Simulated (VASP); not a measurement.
A run of VASP 6.6.1 is set up as follows.

Contents of INCAR:

```
SYSTEM = ZrP2
PREC     = Accurate       ! precision mode
ENCUT    = 520            ! plane-wave cutoff, eV
EDIFF    = 1E-6           ! SCF threshold, eV
ISMEAR   = -1             ! smearing method
SIGMA    = 0.05           ! smearing width, eV
LREAL    = .False.        ! projectors in reciprocal space
LASPH    = .True.         ! aspherical terms in the spheres
NELM     = 100            ! most SCF steps
ALGO     = Normal         ! electronic algorithm
ISIF     = 2              ! what is computed and relaxed
LWAVE    = .False.        ! write WAVECAR
LCHARG   = .True.         ! write CHGCAR
GGA      = PE             ! functional
LELF     = .True.         ! ELF
LVHAR    = .True.       
NBANDS   = 56             ! bands
```

Contents of KPOINTS:

```
regular mesh
0
Gamma
  3 3 3
  0 0 0
```

The input POSCAR:

```
ZrP2
1.0
    6.2142000000      0.1657970000     -0.2203700000
   -0.0170430000      5.7797870000      0.6600650000
    0.6881600000      0.3611340000      6.3551000000
Zr P
4 8
Direct
    0.4826713354      0.2914932993      0.9799170363
    0.8239317578      0.0087087631      0.7229942081
    0.3356070786      0.9715782571      0.4298652940
    0.0966680705      0.4725699624      0.5066761893
    0.6293273615      0.8515998806      0.1300943487
    0.4579213357      0.7572137944      0.8178642038
    0.0542033265      0.2442860290      0.1634518936
    0.7376639572      0.4442015453      0.2481605503
    0.8784707614      0.5266805850      0.8796750927
    0.9182399861      0.8983584515      0.3291993162
    0.5259818084      0.3437518393      0.5462165903
    0.1825901391      0.9246559874      0.9994612728
```

Potentials or basis: VASP PAW PBE potentials, release 64 (Zr_sv, P).

Launch:

```console
$ cat potpaw_PBE.64/Zr_sv/POTCAR potpaw_PBE.64/P/POTCAR > POTCAR
$ mpirun -np 1 vasp_std > vasp.out
```

Q: What does it give for the band gap on the k mesh?

A: Zero (bands 44 and 45 overlap by 0.22 eV).

Q: Predict the largest force.

A: 1.903 eV/Å.

Q: Predict the pressure.

A: -3.7 GPa.

Stress tensor (GPa, compression positive):
```
-5.20 -0.27 -3.28
-0.27 -2.27  0.23
-3.28  0.23 -3.54
```

Caveat: the k points lie up to 0.37 Å⁻¹ apart.
